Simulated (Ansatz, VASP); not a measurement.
**TlCl in VASP and in Ansatz**

```xyz
2
Lattice="3.7936 0.0000 0.0000 0.0000 3.7936 0.0000 0.0000 0.0000 3.7936" Properties=species:S:1:pos:R:3 pbc="T T T"
Tl    0.0000    0.0000    0.0000
Cl    1.8968    1.8968    1.8968
```

Alike in both runs: task single point; functional PBE; k mesh 3 × 3 × 3; no spin polarisation.

```csv
,VASP,Ansatz
version,VASP 6.6.1,Ansatz 0.2.0
potentials or method,"VASP PAW PBE potentials, release 64 (Tl_d, Cl)",plane waves
plane-wave cutoff (eV),500,420
occupations,"gaussian, width 0.01 eV",fixed
valence electrons in the cell,20,20
```

```csv
,VASP,Ansatz,Ansatz less VASP
gap on the k mesh at the Fermi level (eV),4.02,4.01,-0.003
pressure (GPa),2.0,2.1,+0.09
```

The k mesh is coarse, so the values compare programs but aren't converged. Neither program's run includes spin-orbit coupling.
